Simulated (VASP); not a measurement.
# Cr: single point with LDA

Cr:

```xyz
2
Lattice="2.7881 0.0000 0.0000 0.0000 2.7881 0.0000 0.0000 0.0000 2.7881" Properties=species:S:1:pos:R:3 pbc="T T T"
Cr    0.0000    0.0000    0.0000
Cr    1.3941    1.3941    1.3941
```

```
Program                : VASP 6.6.1
Task                   : single point
Functional             : LDA
Potentials or basis    : VASP PAW LDA potentials, release 64 (Cr_pv)
Cutoff                 : 520 eV
k mesh                 : 18 × 18 × 18
Occupations            : methfessel-paxton, width 0.1 eV
Spin                   : collinear spin, antiferromagnetic start
Starting moments       : [1.0, -1.0] μB
Dipole correction      : no
Further INCAR settings : ALGO = Normal; EDIFF = 1e-07; NBANDS = 23
```

```json
{
 "Pressure": "0.1 GPa",
 "Band gap on the k mesh": "zero (filled and empty bands overlap)",
 "Net moment": "0.00 μB per cell",
 "Valence electrons inside the program's atomic spheres": "Cr 11.21"
}
```

Levels at points of the mesh, in eV from the Fermi level:
Spin up:
```tsv
k point	band 10	band 11	band 12	band 13	band 14	band 15
(0.00, 0.00, 0.00)	-1.03	-1.03	-1.03	1.15	1.15	2.67
(0.50, 0.00, 0.00)	-2.09	-0.47	-0.47	-0.46	-0.46	0.71
(0.50, 0.50, 0.00)	-2.73	1.18	1.18	1.36	1.36	1.53
(0.50, 0.50, 0.50)	-2.49	-2.49	-2.49	1.60	1.60	1.60
```
Spin down:
| k point | band 9 | band 10 | band 11 | band 12 | band 13 | band 14 | band 15 | band 16 |
| --- | --- | --- | --- | --- | --- | --- | --- | --- |
| (0.00, 0.00, 0.00) | -4.79 | -1.03 | -1.03 | -1.03 | 1.15 | 1.15 | 2.67 | 2.67 |
| (0.50, 0.00, 0.00) | -2.09 | -2.09 | -0.47 | -0.47 | -0.46 | -0.46 | 0.71 | 0.71 |
| (0.50, 0.50, 0.00) | -2.73 | -2.73 | 1.18 | 1.18 | 1.36 | 1.36 | 1.53 | 1.53 |
| (0.50, 0.50, 0.50) | -2.49 | -2.49 | -2.49 | -2.49 | 1.60 | 1.60 | 1.60 | 1.60 |

Run time: 2.1 min on 1 thread of AMD EPYC 9R45 96-Core Processor (Zen 5) (shared host), peak memory 0.22 GiB.
